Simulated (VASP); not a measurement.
Write the native input for VASP 6.6.1 that does the following.

```
Task                   : relaxation of cell and atoms
Functional             : PBEsol
Potentials or basis    : VASP PAW PBE potentials, release 64 (Tl_d)
Cutoff                 : 600 eV
k mesh                 : 16 × 16 × 16
Occupations            : gaussian, width 0.1 eV
Spin                   : no spin polarisation
Dipole correction      : no
Further INCAR settings : ALGO = Normal; EDIFF = 1e-06; IBRION = 2; EDIFFG = -0.01; NSW = 80; ISIF = 3
```

The structure of Tl lies in POSCAR:

```
Tl
1.0
    0.0000000000      2.4202300065      2.4202300065
    2.4202300065      0.0000000000      2.4202300065
    2.4202300065      2.4202300065      0.0000000000
Tl
1
Direct
    0.0000000000      0.0000000000      0.0000000000
```

These files were run (other wordings do the same):

INCAR

```
SYSTEM = Tl
ALGO = Normal ; EDIFF = 1E-6
EDIFFG = -0.01 ; ENCUT = 600
GGA = PS ; IBRION = 2
ISIF = 3 ; ISMEAR = 0
LASPH = .True. ; LCHARG = .False.
LREAL = .False. ; LWAVE = .False.
NELM = 60 ; NSW = 80
PREC = Accurate ; SIGMA = 0.1
```

KPOINTS

```
k-points
0
Gamma
  16 16 16
  0 0 0
```

Potentials or basis: VASP PAW PBE potentials, release 64 (Tl_d).

Command:

```sh
$ cat potpaw_PBE.64/Tl_d/POTCAR > POTCAR
$ mpirun -np 1 vasp_std > vasp.out
```

Results of the run:

```
Relaxed volume                         : 28.29 Å³/atom
Relaxed cell                           : a = 3.420 Å, b = 3.420 Å, c = 3.420 Å, α = 60.00°, β = 60.00°, γ = 60.00°
Space group after relaxing (to 0.05 Å) : Fm-3m (No. 225)
Energy gained by relaxing              : 0.0 meV/atom
Ionic steps                            : 2
Pressure after relaxing                : 0.0 GPa
```

Caveat: the PAW data sets were made with another functional, which shifts forces and pressure a little.

Run time: 72 s on 1 thread of Intel Xeon 8259CL, with other jobs on the host, peak memory 0.21 GiB.
